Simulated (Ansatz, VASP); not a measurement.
# Cd4Se3S in VASP and in Ansatz

```
CELL_PARAMETERS angstrom
6.12858 0.00000 0.00000
0.00000 6.12858 0.00000
-3.06429 -3.06429 6.12526
ATOMIC_POSITIONS crystal
Cd 0.12061 0.12061 0.75601
Cd 0.36461 0.87939 0.24399
Cd 0.63539 0.63539 0.75601
Cd 0.87939 0.36461 0.24399
Se 0.50000 0.50000 0.00000
Se 0.75000 0.25000 0.50000
Se 0.25000 0.75000 0.50000
S 0.00000 0.00000 0.00000
```

Alike in both runs: task single point; functional PBE; k mesh 4 × 4 × 4; occupations gaussian, width 0.1 eV; no spin polarisation.

|  | VASP | Ansatz |
| --- | --- | --- |
| version | VASP 6.6.1 | Ansatz 0.2.0 |
| potentials or method | VASP PAW PBE potentials, release 64 (Cd, Se, S), cutoff 520 eV | scalar-relativistic, plane waves, PAW |
| valence electrons in the cell | 72 | 134 |

Ansatz gave:

| Quantity | Value |
| --- | --- |
| gap on the k mesh at the Fermi level (eV) | 0.61 |
| least direct gap on the mesh (eV) | 0.61 |
| pressure (GPa) | 0.0 |

Problem. Which values does VASP return?

Solution. gap on the k mesh at the Fermi level (eV): 0.61; least direct gap on the mesh (eV): 0.61; pressure (GPa): 0.3.

VASP's potentials hold 72 valence electrons a cell and Ansatz's 134, so a difference there can come from the potentials and not from the codes.
